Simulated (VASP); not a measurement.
A run of VASP 6.6.1:

POSCAR

```
LiCl
1.0
    0.0000000000      2.5647700000      2.5647700000
    2.5647700000      0.0000000000      2.5647700000
    2.5647700000      2.5647700000      0.0000000000
Cl Li
1 1
Direct
    0.5000000000      0.5000000000      0.5000000000
    0.0000000000      0.0000000000      0.0000000000
```

Contents of INCAR.step1:

```
ALGO     = Normal         # electronic algorithm
EDIFF    = 1E-5           # SCF threshold, eV
ENCUT    = 600            # plane-wave cutoff, eV
GGA      = PE             # functional
ISMEAR   = -1             # smearing method
LASPH    = T              # aspherical terms in the spheres
LCHARG   = F              # write CHGCAR
LREAL    = F              # projectors in reciprocal space
LWAVE    = T              # write WAVECAR
NBANDS   = 12             # bands
NELM     = 60             # most SCF steps
PREC     = Accurate       # precision mode
SIGMA    = 0.05           # smearing width, eV
```

Contents of INCAR.step2:

```
AEXX     = 0.25           # exact-exchange fraction
ALGO     = Normal         # electronic algorithm
EDIFF    = 1E-6           # SCF threshold, eV
EDIFFG   = -0.01          # ionic threshold
ENCUT    = 600            # plane-wave cutoff, eV
GGA      = PE             # functional
IBRION   = 2              # ionic algorithm
ISIF     = 3              # what is computed and relaxed
ISMEAR   = -1             # smearing method
ISTART   = 1            
LASPH    = T              # aspherical terms in the spheres
LCHARG   = F              # write CHGCAR
LHFCALC  = T              # exact exchange
LREAL    = F              # projectors in reciprocal space
LWAVE    = F              # write WAVECAR
NELM     = 60             # most SCF steps
NSW      = 60             # ionic steps
PREC     = Accurate       # precision mode
PRECFOCK = Normal       
SIGMA    = 0.05           # smearing width, eV
```

File KPOINTS:

```
k-points
0
Gamma
  5 5 5
```

Potentials or basis: VASP PAW PBE potentials, release 64 (Cl, Li_sv).

Run with:

```sh
$ cat potpaw_PBE.64/Cl/POTCAR potpaw_PBE.64/Li_sv/POTCAR > POTCAR
$ cp INCAR.step1 INCAR
$ mpirun -np 1 vasp_std > vasp.out
$ cp INCAR.step2 INCAR
$ mpirun -np 1 vasp_std > vasp.out
```

Hardware: 1 thread of Intel Xeon 8259CL, with other jobs on the host.

Task: Estimate the wall time of this run.

Result: Run time: 15 min on 1 thread of Intel Xeon 8259CL, on a shared host, peak memory 0.18 GiB. Counts: k points 10, ion steps 3.
